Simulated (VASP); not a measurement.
Input of a VASP 6.6.1 run:

File INCAR:

```
  PREC = Accurate
  ENCUT = 520
  EDIFF = 1E-6
  ISMEAR = -1
  SIGMA = 0.05
  LREAL = F
  LASPH = T
  NELM = 60
  ALGO = Normal
  ISIF = 2
  LWAVE = F
  LCHARG = T
  GGA = PE
  LELF = T
  LVHAR = T
  NBANDS = 26
```

KPOINTS

```
Automatic mesh
0
Gamma
  10 10 6
```

Contents of POSCAR:

```
ZnS
1.0
    3.4031026285      0.0000000000      0.0000000000
   -1.7015513142      2.9471733280      0.0000000000
    0.0000000000      0.0000000000      5.7961260911
Zn S
2 2
Direct
    0.3333333333      0.6666666667      0.0065851619
    0.6666666667      0.3333333333      0.5065851619
    0.3333333333      0.6666666667      0.3694148381
    0.6666666667      0.3333333333      0.8694148381
```

Potentials or basis: VASP PAW PBE potentials, release 64 (Zn, S).

The run is started by

```bash
$ cat potpaw_PBE.64/Zn/POTCAR potpaw_PBE.64/S/POTCAR > POTCAR
$ mpirun -np 1 vasp_std > vasp.out
```

(1) What does it give for the band gap on the k mesh?

(2) Estimate the pressure.

Answers

(1) 2.81 eV (least direct gap 3.39 eV).

(2) 46.8 GPa.

Caveat: the cell stands under pressure.
